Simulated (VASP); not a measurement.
# Ca (I4/mmm) in VASP: notebook, part 2 of 3

VASP 6.6.1.

### Step 3. Single point, PBEsol (strain +0.040 along x and y, +0.000 along z)

Input file INCAR:

```
ALGO = Normal
EDIFF = 1E-6
ENCUT = 520
GGA = PS
ISIF = 2
ISMEAR = 0
LASPH = True
LCHARG = True
LELF = True
LREAL = False
LVHAR = True
LWAVE = False
NBANDS = 11
NELM = 100
PREC = Accurate
SIGMA = 0.15
```

Input file KPOINTS:

```
k-points
0
Gamma
  14 14 14
```

Input file POSCAR:

```
Ca
1.0
    0.0000000000      2.9059680000      2.7942000000
    2.9059680000      0.0000000000      2.7942000000
    2.9059680000      2.9059680000      0.0000000000
Ca
1
Direct
    0.0000000000      0.0000000000      0.0000000000
```

Potentials or basis: VASP PAW PBE potentials, release 64 (Ca_sv).

On the command line:

```sh
> cat potpaw_PBE.64/Ca_sv/POTCAR > POTCAR
> mpirun -np 1 vasp_std > vasp.out
```

OUTCAR:

```text
EDIFF = 1E-6
   ENCUT = 520
   GGA = PS
   ISIF = 2
   ISMEAR = 0
   LASPH = True
   LREAL = False
   NELM = 100
   PREC = Accurate

 ion  position               nearest neighbor table
   1  0.000  0.000  0.000-

  LATTYP: Found a body centered tetragonal cell.
 ALAT       =     4.1096593574
 C/A-ratio  =     1.3598207331

  Lattice vectors:

 A1 = (   0.0000000000,  -2.9059680000,  -2.7942000000)
 A2 = (   0.0000000000,   2.9059680000,  -2.7942000000)
 A3 = (   2.9059680000,   0.0000000000,   2.7942000000)

Analysis of symmetry for initial positions (statically):
=====================================================================
 Subroutine PRICEL returns:
 Original cell was already a primitive cell.

 Routine SETGRP: Setting up the symmetry group for a
 body centered tetragonal supercell.

 Subroutine GETGRP returns: Found 16 space group operations
 (whereof 16 operations were pure point group operations)
 out of a pool of 16 trial point group operations.

The static configuration has the point symmetry D_4h.

Analysis of symmetry for dynamics (positions and initial velocities):
=====================================================================
 Subroutine PRICEL returns:
 Original cell was already a primitive cell.

 Routine SETGRP: Setting up the symmetry group for a
 body centered tetragonal supercell.

 Subroutine GETGRP returns: Found 16 space group operations
 (whereof 16 operations were pure point group operations)
 out of a pool of 16 trial point group operations.

The dynamic configuration has the point symmetry D_4h.

 Subroutine INISYM returns: Found 16 space group operations
 (whereof 16 operations are pure point group operations),
 and found     1 'primitive' translations

----------------------------------------------------------------------------------------

                                     Primitive cell

  volume of cell :      47.1921

  direct lattice vectors                    reciprocal lattice vectors
     0.000000000  2.905968000  2.794200000    -0.172059706  0.172059706  0.178942094
     2.905968000  0.000000000  2.794200000     0.172059706 -0.172059706  0.178942094
     2.905968000  2.905968000  0.000000000     0.172059706  0.172059706 -0.178942094

  length of vectors
     4.031402195  4.031402195  4.109659357     0.302041981  0.302041981  0.302041981

  position of ions in fractional coordinates (direct lattice)
     0.000000000  0.000000000  0.000000000

  ion indices of the primitive-cell ions
   primitive index   ion index
                 1           1

----------------------------------------------------------------------------------------

 KPOINTS: k-points

Automatic generation of k-mesh.
 Grid dimensions read from file:
 generate k-points for:   14   14   14

 Generating k-lattice:

  Cartesian coordinates                     Fractional coordinates (reciprocal lattice)
    -0.012289979  0.012289979  0.012781578     0.071428571  0.000000000  0.000000000
     0.012289979 -0.012289979  0.012781578     0.000000000  0.071428571  0.000000000
     0.012289979  0.012289979 -0.012781578     0.000000000  0.000000000  0.071428571

  Length of vectors
     0.021574427  0.021574427  0.021574427

  Shift w.r.t. Gamma in fractional coordinates (k-lattice)
     0.000000000  0.000000000  0.000000000

 Subroutine IBZKPT returns following result:
 ===========================================

 Found    244 irreducible k-points:

 Following reciprocal coordinates:
            Coordinates               Weight
  0.000000  0.000000  0.000000      1.000000
  0.071429  0.000000  0.000000      8.000000
  0.142857  0.000000  0.000000      8.000000
  0.214286  0.000000  0.000000      8.000000
  0.285714  0.000000  0.000000      8.000000
  0.357143  0.000000  0.000000      8.000000
[... 16 lines left out ...]
  0.214286  0.142857  0.000000      8.000000
  0.285714  0.142857  0.000000      8.000000
 [... further k-points ...]
   k-points           NKPTS =    244   k-points in BZ     NKDIM =    244   number of bands    NBANDS=     11
   number of dos      NEDOS =    301   number of ions     NIONS =      1
   total plane-waves  NPLWV =  28800
   dimension x,y,z NGX =    30 NGY =   30 NGZ =   32
   dimension x,y,z NGXF=    60 NGYF=   60 NGZF=   64
   ions per type =               1
   NGX,Y,Z   is equivalent  to a cutoff of  12.37, 12.37, 12.94 a.u.
   NGXF,Y,Z  is equivalent  to a cutoff of  24.74, 24.74, 25.89 a.u.
 SYSTEM =  unknown system
   PREC   = accura    normal or accurate (medium, high low for compatibility)
   ISTART =      0    job   : 0-new  1-cont  2-samecut
   ICHARG =      2    charge: 1-file 2-atom 10-const
   ISPIN  =      1    spin polarized calculation?
   LNONCOLLINEAR =      F non collinear calculations
   LSORBIT =      F    spin-orbit coupling
   LASPH  =      T    aspherical Exc in radial PAW
   ENCUT  =  520.0 eV  38.22 Ry    6.18 a.u.   7.50  7.50  7.64*2*pi/ulx,y,z
   NELM   =    100;   NELMIN=  2; NELMDL= -5     # of ELM steps
   EDIFF  = 0.1E-05   stopping-criterion for ELM
   LREAL  =      F    real-space projection
   EDIFFG = 0.1E-04   stopping-criterion for IOM
   NSW    =      0    number of steps for IOM
   IBRION =     -1    ionic relax: 0-MD 1-quasi-New 2-CG
   NFREE  =      0    steps in history (QN), initial steepest desc. (CG)
   ISIF   =      2    stress and relaxation
   ISYM   =      2    0-nonsym 1-usesym 2-fastsym
   POTIM  = 0.5000    time-step for ionic-motion
   TEBEG  =    0.0;   TEEND  =   0.0 temperature during run
   PSTRESS=    0.0 pullay stress
   NELECT =      10.0000    total number of electrons
   NUPDOWN=      -1.0000    fix difference up-down
   EMIN   =  10.00;   EMAX   =-10.00  energy-range for DOS
   EFERMI =   0.00;   METHOD = LEGACY
   ISMEAR =     0;   SIGMA  =   0.15  broadening in eV -4-tet -1-fermi 0-gaus
   EFERMI_NEDOS =   21; number of points for ismear=-14 and -15
   IALGO  =     38    algorithm
   IMIX   =      4    mixing-type and parameters
     AMIX     =   0.40;   BMIX     =  1.00
     AMIX_MAG =   1.60;   BMIX_MAG =  1.00
  volume/ion in A,a.u.               =      47.19       318.47
  Fermi-wavevector in a.u.,A,eV,Ry     =   0.976004  1.844381 12.960701  0.952585
  Thomas-Fermi vector in A             =   2.106589
   LORBIT       =      0    0 simple, 1 ext, 2 COOP (PROOUT), +10 PAW based schemes
   GGA     = PS    functional components
   LHFCALC =     F    Hartree Fock is set to
   AEXX    =    0.0000 exact exchange contribution
   IVDW    =     0    specifies the selected vdW correction
   LEPSILON=     F    determine dielectric tensor
   LRPA    =     F    only Hartree local field effects (RPA)
 non-spin polarized calculation
 Gauss-broadening in eV      SIGMA  =   0.15
  energy-cutoff  :      520.00
  volume of cell :       47.19
 maximum number of plane-waves:      1292
 NGX is ok and might be reduce to    30
   NGX = 15   NGY = 15   NGZ = 15

 number of electron      10.0000000 magnetization

 Free energy of the ion-electron system (eV)
  ---------------------------------------------------
  ext. energy  EPLUGINS =         0.00000000
  ---------------------------------------------------
  free energy    TOTEN  =        -2.09346939 eV

  energy without entropy =       -2.07853401  energy(sigma->0) =       -2.08600170

 E-fermi :   1.4727     XC(G=0):  -7.4644

 val. band max:        1.4692070667   @ k =  -0.2143   0.4286   0.3571
 cond. band min:       1.4866202247   @ k =  -0.3571   0.0714   0.4286
 fundamental gap:      0.0174131580
 Fermi energy:         1.4727102842

 k-point     1 :       0.0000    0.0000    0.0000
  band No.  band energies     occupation
      1     -40.6347      2.00000
      2     -21.6367      2.00000
      3     -21.6367      2.00000
      4     -21.6350      2.00000
      5      -2.3578      2.00000
      6       3.5999      0.00000
      7       3.5999      0.00000
      8       3.7552      0.00000
      9       4.4875      0.00000
     10       4.6798      0.00000
     11      10.1451      0.00000
[... 309 lines left out ...]
 k-point    24 :       0.2857    0.1429    0.0000
  band No.  band energies     occupation
      1     -40.6296      2.00000
      2     -21.6832      2.00000
      3     -21.6516      2.00000
      4     -21.6478      2.00000
      5      -1.1986      2.00000
      6       2.7910      0.00000
      7       3.7125      0.00000
      8       3.8368      0.00000
      9       4.2999      0.00000
     10       4.8161      0.00000
     11       8.3756      0.00000

 [... further k-points ...]

------------------------ aborting loop because EDIFF is reached ----------------------------------------

  FORCE on cell =-STRESS in cart. coord.  units (eV):
  Direction    XX          YY          ZZ          XY          YZ          ZX
  --------------------------------------------------------------------------------------
  -------------------------------------------------------------------------------------
  Total       -0.6486455     -0.6486455     -0.5834375      0.0000000      0.0000000      0.0000000
  in kB      -22.0215992    -22.0215992    -19.8077775      0.0000000      0.0000000      0.0000000
  external PRESSURE =     -21.2836586 kB  Pullay stress =       0.0000000 kB

 VOLUME and BASIS-vectors are now :
 -----------------------------------------------------------------------------
  energy-cutoff  :      520.00
  volume of cell :       47.19
      direct lattice vectors                 reciprocal lattice vectors
     0.000000000  2.905968000  2.794200000    -0.172059706  0.172059706  0.178942094
     2.905968000  0.000000000  2.794200000     0.172059706 -0.172059706  0.178942094
     2.905968000  2.905968000  0.000000000     0.172059706  0.172059706 -0.178942094

 POSITION                                       TOTAL-FORCE (eV/Angst)
 -----------------------------------------------------------------------------------
      0.00000      0.00000      0.00000        -0.000000      0.000000      0.000000
 -----------------------------------------------------------------------------------
    total drift:                                0.000000      0.000000      0.000000

  FREE ENERGIE OF THE ION-ELECTRON SYSTEM (eV)
  ---------------------------------------------------
  free  energy   TOTEN  =        -2.0934693894 eV

  energy  without entropy=       -2.0785340134  energy(sigma->0) =       -2.08600170
```

It took 36 s on 1 thread of Intel Xeon 6975P-C (Granite Rapids), shared host; peak memory 0.26 GiB.

What came out:

| Quantity | Value |
| --- | --- |
| Free energy | -2.0935 eV |
| Pressure | -2.1 GPa |
| Band gap on the k mesh | zero (bands 5 and 6 overlap by 0.45 eV) |

Stress tensor (GPa, compression positive):
```
-2.20  0.00  0.00
 0.00 -2.20  0.00
 0.00  0.00 -1.98
```

Caveat: the cell differs from its parent crystal (strain +0.040 along x and y, +0.000 along z); the PAW data sets were made with another functional, which shifts forces and pressure a little.

### Step 4. Single point, PBEsol (strain +0.080 along x and y, -0.040 along z)

Input file INCAR:

```
SYSTEM = Ca
PREC     = Accurate       ! precision mode
ENCUT    = 520            ! plane-wave cutoff, eV
EDIFF    = 1E-6           ! SCF threshold, eV
ISMEAR   = 0              ! smearing method
SIGMA    = 0.15           ! smearing width, eV
LREAL    = .FALSE.        ! projectors in reciprocal space
LASPH    = .TRUE.         ! aspherical terms in the spheres
NELM     = 80             ! most SCF steps
ALGO     = Normal         ! electronic algorithm
ISIF     = 2              ! what is computed and relaxed
LWAVE    = .FALSE.        ! write WAVECAR
LCHARG   = .FALSE.        ! write CHGCAR
GGA      = PS             ! functional
NBANDS   = 11             ! bands
```

Input file KPOINTS:

```
Automatic mesh
0
G
  14 14 14
  0 0 0
```

Input file POSCAR:

```
Ca
1.0
    0.0000000000      3.0177360000      2.6824320000
    3.0177360000      0.0000000000      2.6824320000
    3.0177360000      3.0177360000      0.0000000000
Ca
1
Direct
    0.0000000000      0.0000000000      0.0000000000
```

On the command line:

```sh
> cat potpaw_PBE.64/Ca_sv/POTCAR > POTCAR
> mpirun -np 1 vasp_std > vasp.out
```

Wall time 36 s (1 thread of Intel Xeon 6975P-C (Granite Rapids), shared host); peak memory 0.26 GiB.

The run converged. Its results:

```yaml
Free_energy: -2.0651 eV
Pressure: -2.5 GPa
Band_gap_on_the_k_mesh: zero (bands 5 and 6 overlap by 0.48 eV)
```

Stress tensor (GPa, compression positive):
```
-2.58  0.00  0.00
 0.00 -2.58  0.00
 0.00  0.00 -2.23
```

Levels at points of the mesh, in eV from the Fermi level:
| k point | band 3 | band 4 | band 5 | band 6 | band 7 | band 8 |
| --- | --- | --- | --- | --- | --- | --- |
| (0.00, 0.00, 0.00) | -23.20 | -23.20 | -3.77 | 2.01 | 2.01 | 2.43 |
| (0.50, 0.00, 0.00) | -23.22 | -23.21 | -0.94 | -0.23 | 1.75 | 2.32 |
| (0.50, 0.50, 0.00) | -23.25 | -23.25 | -0.10 | 0.48 | 1.48 | 3.58 |
| (0.50, 0.00, 0.50) | -23.23 | -23.22 | -0.49 | 0.42 | 0.74 | 3.48 |

Caveat: the cell differs from its parent crystal (strain +0.080 along x and y, -0.040 along z); the PAW data sets were made with another functional, which shifts forces and pressure a little.

[end of part 2 of 3]
